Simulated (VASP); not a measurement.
# La3Si2F (P6/mmm) in VASP: relaxation of cell and atoms with PBE

Aim: the relaxation of cell and atoms of La3Si2F with PBE.

Everything below comes from runs of VASP 6.6.1. Logs are shortened: lines on timing, memory, paths and dates and some standing lists are left out, and cuts for length are marked.

## Step 1: The cell of the first run

It takes space group P6/mmm (No. 191, hexagonal). Conventional cell: a = 7.878 Å, b = 7.878 Å, c = 3.995 Å, α = 90.00°, β = 90.00°, γ = 120.00°. La (site symmetry mmm) has 4 Si at 3.03 Å and 6 La at 3.94 to 4.00 Å within 4.0 Å. Within 4.0 Å of Si (site symmetry -6m2) lie 6 La at 3.03 Å and 2 Si at 4.00 Å. Within 5.2 Å of F (site symmetry 6/mmm) lie 2 F at 4.00 Å and 12 La at 4.42 Å and 6 Si at 4.55 Å.

## Step 2: Relaxation of cell and atoms, PBE

INCAR reads:

```
SYSTEM = La3Si2F
PREC = Accurate
ENCUT = 600
EDIFF = 1E-7
ISMEAR = 0
SIGMA = 0.1
LREAL = .FALSE.
LASPH = .TRUE.
NELM = 60
ALGO = Normal
ISIF = 3
LWAVE = .FALSE.
LCHARG = .FALSE.
GGA = PE
IBRION = 2
NSW = 100
EDIFFG = -0.01
```

KPOINTS reads:

```
Automatic mesh
0
G
  6 6 10
  0 0 0
```

POSCAR reads:

```
La3Si2F
1.0
    7.8775924708      0.0000000000      0.0000000000
   -3.9387962354      6.8221952003      0.0000000000
    0.0000000000      0.0000000000      3.9950100218
La Si F
3 2 1
Direct
    0.5000000000      0.0000000000      0.5000000000
    0.5000000000      0.5000000000      0.5000000000
    0.0000000000      0.5000000000      0.5000000000
    0.3333333333      0.6666666667      0.0000000000
    0.6666666667      0.3333333333      0.0000000000
    0.0000000000      0.0000000000      0.0000000000
```

Potentials or basis: VASP PAW PBE potentials, release 64 (La, Si, F).

On the command line:

```
$ cat potpaw_PBE.64/La/POTCAR potpaw_PBE.64/Si/POTCAR potpaw_PBE.64/F/POTCAR > POTCAR
$ mpirun -np 1 vasp_std > vasp.out
```

OUTCAR:

```text
SYSTEM = La3Si2F
   PREC = Accurate
   ENCUT = 600
   EDIFF = 1E-7
   ISMEAR = 0
   LREAL = .FALSE.
   LASPH = .TRUE.
   NELM = 60
   ISIF = 3
   GGA = PE
   IBRION = 2
   NSW = 100
   EDIFFG = -0.01

 ion  position               nearest neighbor table
   1  0.500  0.000  0.500-   4 3.03   5 3.03   4 3.03   5 3.03
   2  0.500  0.500  0.500-   4 3.03   5 3.03   4 3.03   5 3.03
   3  0.000  0.500  0.500-   4 3.03   5 3.03   4 3.03   5 3.03
   4  0.333  0.667  0.000-   1 3.03   1 3.03   3 3.03   3 3.03   2 3.03   2 3.03
   5  0.667  0.333  0.000-   1 3.03   1 3.03   3 3.03   3 3.03   2 3.03   2 3.03
   6  0.000  0.000  0.000-

  LATTYP: Found a hexagonal cell.
 ALAT       =     7.8775924708
 C/A-ratio  =     0.5071359094

  Lattice vectors:

 A1 = (   7.8775924708,   0.0000000000,   0.0000000000)
 A2 = (  -3.9387962354,   6.8221952003,   0.0000000000)
 A3 = (   0.0000000000,   0.0000000000,   3.9950100218)

Analysis of symmetry for initial positions (statically):
=====================================================================
 Subroutine PRICEL returns:
 Original cell was already a primitive cell.

 Routine SETGRP: Setting up the symmetry group for a
 hexagonal supercell.

 Subroutine GETGRP returns: Found 24 space group operations
 (whereof 24 operations were pure point group operations)
 out of a pool of 24 trial point group operations.

The static configuration has the point symmetry D_6h.

Analysis of symmetry for dynamics (positions and initial velocities):
=====================================================================
 Subroutine PRICEL returns:
 Original cell was already a primitive cell.

 Routine SETGRP: Setting up the symmetry group for a
 hexagonal supercell.

 Subroutine GETGRP returns: Found 24 space group operations
 (whereof 24 operations were pure point group operations)
 out of a pool of 24 trial point group operations.

The dynamic configuration has the point symmetry D_6h.

 Subroutine INISYM returns: Found 24 space group operations
 (whereof 24 operations are pure point group operations),
 and found     1 'primitive' translations

----------------------------------------------------------------------------------------

                                     Primitive cell

  volume of cell :     214.7017

  direct lattice vectors                    reciprocal lattice vectors
     7.877592471  0.000000000  0.000000000     0.126942337  0.073290193  0.000000000
    -3.938796235  6.822195200  0.000000000     0.000000000  0.146580385  0.000000000
     0.000000000  0.000000000  3.995010022     0.000000000  0.000000000  0.250312263

  length of vectors
     7.877592471  7.877592471  3.995010022     0.146580385  0.146580385  0.250312263

  position of ions in fractional coordinates (direct lattice)
     0.500000000  0.000000000  0.500000000
     0.500000000  0.500000000  0.500000000
     0.000000000  0.500000000  0.500000000
     0.333333333  0.666666667  0.000000000
     0.666666667  0.333333333  0.000000000
     0.000000000  0.000000000  0.000000000

  ion indices of the primitive-cell ions
   primitive index   ion index
                 1           1
                 2           2
                 3           3
                 4           4
                 5           5
                 6           6

----------------------------------------------------------------------------------------

 KPOINTS: Automatic mesh

Automatic generation of k-mesh.
 Grid dimensions read from file:
 generate k-points for:    6    6   10

 Generating k-lattice:

  Cartesian coordinates                     Fractional coordinates (reciprocal lattice)
     0.021157056  0.012215032  0.000000000     0.166666667  0.000000000  0.000000000
     0.000000000  0.024430064  0.000000000     0.000000000  0.166666667  0.000000000
     0.000000000  0.000000000  0.025031226     0.000000000  0.000000000  0.100000000

  Length of vectors
     0.024430064  0.024430064  0.025031226

  Shift w.r.t. Gamma in fractional coordinates (k-lattice)
     0.000000000  0.000000000  0.000000000

 Subroutine IBZKPT returns following result:
 ===========================================

 Found     42 irreducible k-points:

 Following reciprocal coordinates:
            Coordinates               Weight
  0.000000  0.000000  0.000000      1.000000
  0.166667  0.000000  0.000000      6.000000
  0.333333  0.000000  0.000000      6.000000
  0.500000  0.000000  0.000000      3.000000
  0.166667  0.166667  0.000000      6.000000
  0.333333  0.166667  0.000000     12.000000
[... 16 lines left out ...]
  0.166667  0.000000  0.300000     12.000000
  0.333333  0.000000  0.300000     12.000000
 [... further k-points ...]
   k-points           NKPTS =     42   k-points in BZ     NKDIM =     42   number of bands    NBANDS=     28
   number of dos      NEDOS =    301   number of ions     NIONS =      6
   total plane-waves  NPLWV = 131072
   dimension x,y,z NGX =    64 NGY =   64 NGZ =   32
   dimension x,y,z NGXF=   128 NGYF=  128 NGZF=   64
   ions per type =               3   2   1
   NGX,Y,Z   is equivalent  to a cutoff of  13.51, 13.51, 13.32 a.u.
   NGXF,Y,Z  is equivalent  to a cutoff of  27.01, 27.01, 26.63 a.u.
 SYSTEM =  La3Si2F
   PREC   = accura    normal or accurate (medium, high low for compatibility)
   ISTART =      0    job   : 0-new  1-cont  2-samecut
   ICHARG =      2    charge: 1-file 2-atom 10-const
   ISPIN  =      1    spin polarized calculation?
   LNONCOLLINEAR =      F non collinear calculations
   LSORBIT =      F    spin-orbit coupling
   LASPH  =      T    aspherical Exc in radial PAW
   ENCUT  =  600.0 eV  44.10 Ry    6.64 a.u.  15.73 15.73  7.98*2*pi/ulx,y,z
   NELM   =     60;   NELMIN=  2; NELMDL= -5     # of ELM steps
   EDIFF  = 0.1E-06   stopping-criterion for ELM
   LREAL  =      F    real-space projection
   EDIFFG = -.1E-01   stopping-criterion for IOM
   NSW    =    100    number of steps for IOM
   IBRION =      2    ionic relax: 0-MD 1-quasi-New 2-CG
   NFREE  =      1    steps in history (QN), initial steepest desc. (CG)
   ISIF   =      3    stress and relaxation
   ISYM   =      2    0-nonsym 1-usesym 2-fastsym
   POTIM  = 0.5000    time-step for ionic-motion
   TEBEG  =    0.0;   TEEND  =   0.0 temperature during run
   PSTRESS=    0.0 pullay stress
   NELECT =      48.0000    total number of electrons
   NUPDOWN=      -1.0000    fix difference up-down
   EMIN   =  10.00;   EMAX   =-10.00  energy-range for DOS
   EFERMI =   0.00;   METHOD = LEGACY
   ISMEAR =     0;   SIGMA  =   0.10  broadening in eV -4-tet -1-fermi 0-gaus
   EFERMI_NEDOS =   21; number of points for ismear=-14 and -15
   IALGO  =     38    algorithm
   IMIX   =      4    mixing-type and parameters
     AMIX     =   0.40;   BMIX     =  1.00
     AMIX_MAG =   1.60;   BMIX_MAG =  1.00
  volume/ion in A,a.u.               =      35.78       241.48
  Fermi-wavevector in a.u.,A,eV,Ry     =   0.993597  1.877625 13.432135  0.987234
  Thomas-Fermi vector in A             =   2.125489
   LORBIT       =      0    0 simple, 1 ext, 2 COOP (PROOUT), +10 PAW based schemes
   GGA     = PE    functional components
   LHFCALC =     F    Hartree Fock is set to
   AEXX    =    0.0000 exact exchange contribution
   IVDW    =     0    specifies the selected vdW correction
   LEPSILON=     F    determine dielectric tensor
   LRPA    =     F    only Hartree local field effects (RPA)
 conjugate gradient relaxation of ions
 non-spin polarized calculation
 Gauss-broadening in eV      SIGMA  =   0.10
  energy-cutoff  :      600.00
  volume of cell :      214.70
 maximum number of plane-waves:      7198
 NGX is ok and might be reduce to    64
   NGX = 31   NGY = 31   NGZ = 15

--------------------------------------- Ionic step        1  -------------------------------------------

 number of electron      47.9999998 magnetization

 Free energy of the ion-electron system (eV)
  ---------------------------------------------------
  ext. energy  EPLUGINS =         0.00000000
  ---------------------------------------------------
  free energy    TOTEN  =       -30.66388797 eV

  energy without entropy =      -30.65819712  energy(sigma->0) =      -30.66104255

------------------------ aborting loop because EDIFF is reached ----------------------------------------

  FORCE on cell =-STRESS in cart. coord.  units (eV):
  Direction    XX          YY          ZZ          XY          YZ          ZX
  --------------------------------------------------------------------------------------
  -------------------------------------------------------------------------------------
  Total        0.2390819      0.2390819     -0.5281542      0.0000000      0.0000000      0.0000000
  in kB        1.7841106      1.7841106     -3.9412662      0.0000000      0.0000000      0.0000000
  external PRESSURE =      -0.1243483 kB  Pullay stress =       0.0000000 kB
[... 105 lines left out ...]
  energy  without entropy=      -30.6606616695  energy(sigma->0) =      -30.66355031

--------------------------------------- Ionic step        4  -------------------------------------------

 number of electron      47.9999998 magnetization

 Free energy of the ion-electron system (eV)
  ---------------------------------------------------
  ext. energy  EPLUGINS =         0.00000000
  ---------------------------------------------------
  free energy    TOTEN  =       -30.66661080 eV

  energy without entropy =      -30.66081695  energy(sigma->0) =      -30.66371387

 E-fermi :   3.8732     XC(G=0):  -7.9160

 val. band max:        3.8630889402   @ k =   0.1667   0.0000   0.5000
 cond. band min:       4.0053706743   @ k =   0.0000   0.0000   0.0000
 fundamental gap:      0.1422817341
 Fermi energy:         3.8732407175

 k-point     1 :       0.0000    0.0000    0.0000
  band No.  band energies     occupation
      1     -29.0314      2.00000
      2     -28.9770      2.00000
      3     -28.9770      2.00000
      4     -15.7447      2.00000
      5     -13.1683      2.00000
      6     -13.0214      2.00000
[... 733 lines left out ...]
     27       5.0860      0.00000
     28       5.2253      0.00000

 [... further k-points ...]
[... 5 lines left out ...]
  --------------------------------------------------------------------------------------
  -------------------------------------------------------------------------------------
  Total       -0.0326676     -0.0326676     -0.0395764      0.0000000      0.0000000      0.0000000
  in kB       -0.2430832     -0.2430832     -0.2944919      0.0000000      0.0000000      0.0000000
  external PRESSURE =      -0.2602195 kB  Pullay stress =       0.0000000 kB
[... 21 lines left out ...]
  FREE ENERGIE OF THE ION-ELECTRON SYSTEM (eV)
  ---------------------------------------------------
  free  energy   TOTEN  =       -30.6666107975 eV

  energy  without entropy=      -30.6608169521  energy(sigma->0) =      -30.66371387

 reached required accuracy - stopping structural energy minimisation
```

Run time: 25 min. Hardware: 1 thread of Intel Xeon 6975P-C, shared host; peak memory 0.61 GiB.

What came out:

```yaml
Free_energy: -30.6666 eV
Relaxed_volume: 35.89 Å³/atom
Relaxed_cell: a = 7.914 Å, b = 7.914 Å, c = 3.970 Å, α = 90.00°, β = 90.00°, γ = 120.00°
Space_group_after_relaxing_to_0.05_Å: P6/mmm (No. 191)
Energy_gained_by_relaxing: 0.5 meV/atom
Ionic_steps: 4
Pressure_after_relaxing: 0.0 GPa
Band_gap_on_the_k_mesh: zero (band 24 reaches 4.03 eV, above the bottom of band 25 at 3.82 eV)
```

The path:
```tsv
step	energy change (eV)	largest force (eV/Å)	pressure (GPa)	volume (Å³)
1	0.0000	0.0000	-0.01	214.70
2	-0.0022	0.0000	0.06	214.61
3	-0.0026	0.0000	0.10	214.56
4	-0.0027	0.0000	-0.03	215.31
```

Final structure:
```
CELL_PARAMETERS angstrom
7.91403 0.00000 0.00000
-3.95702 6.85375 0.00000
0.00000 0.00000 3.96960
ATOMIC_POSITIONS crystal
La 0.50000 0.00000 0.50000
La 0.50000 0.50000 0.50000
La 0.00000 0.50000 0.50000
Si 0.33333 0.66667 0.00000
Si 0.66667 0.33333 0.00000
F 0.00000 0.00000 0.00000
```

Caveat: spin-orbit coupling is left out, which moves the levels of the heavy elements.
